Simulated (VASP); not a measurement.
A run of VASP 6.6.1 is set up as follows.

File INCAR:

```
PREC = Accurate
ENCUT = 600
EDIFF = 1E-6
ISMEAR = -1
SIGMA = 0.1
LREAL = False
LASPH = True
NELM = 80
ALGO = Normal
ISIF = 3
LWAVE = False
LCHARG = False
GGA = PE
IBRION = 2
NSW = 80
EDIFFG = -0.05
PSTRESS = 40.0
```

Contents of KPOINTS:

```
regular mesh
0
Gamma
  8 8 8
```

POSCAR

```
GaN
1.0
    0.0000000000      2.2535006100      2.2535006100
    2.2535006100      0.0000000000      2.2535006100
    2.2535006100      2.2535006100      0.0000000000
Ga N
1 1
Direct
    0.0000000000      0.0000000000      0.0000000000
    0.7500000000      0.7500000000      0.7500000000
```

Potentials or basis: VASP PAW PBE potentials, release 64 (Ga_d, N).

The run is started by

```bash
$ cat potpaw_PBE.64/Ga_d/POTCAR potpaw_PBE.64/N/POTCAR > POTCAR
$ mpirun -np 1 vasp_std > vasp.out
```

Q: Estimate the relaxed volume.

A: 11.50 Å³/atom.

Q: What does it give for the relaxed cell?

A: a = 3.192 Å, b = 3.192 Å, c = 3.192 Å, α = 60.00°, β = 60.00°, γ = 60.00°.

Final structure:
```xyz
2
Lattice="0.0000 2.2573 2.2573 2.2573 0.0000 2.2573 2.2573 2.2573 0.0000" Properties=species:S:1:pos:R:3 pbc="T T T"
Ga    0.0000    0.0000    0.0000
N     3.3859    3.3859    3.3859
```

Caveat: the cell is relaxed towards a set pressure, so the enthalpy falls and the energy may rise.
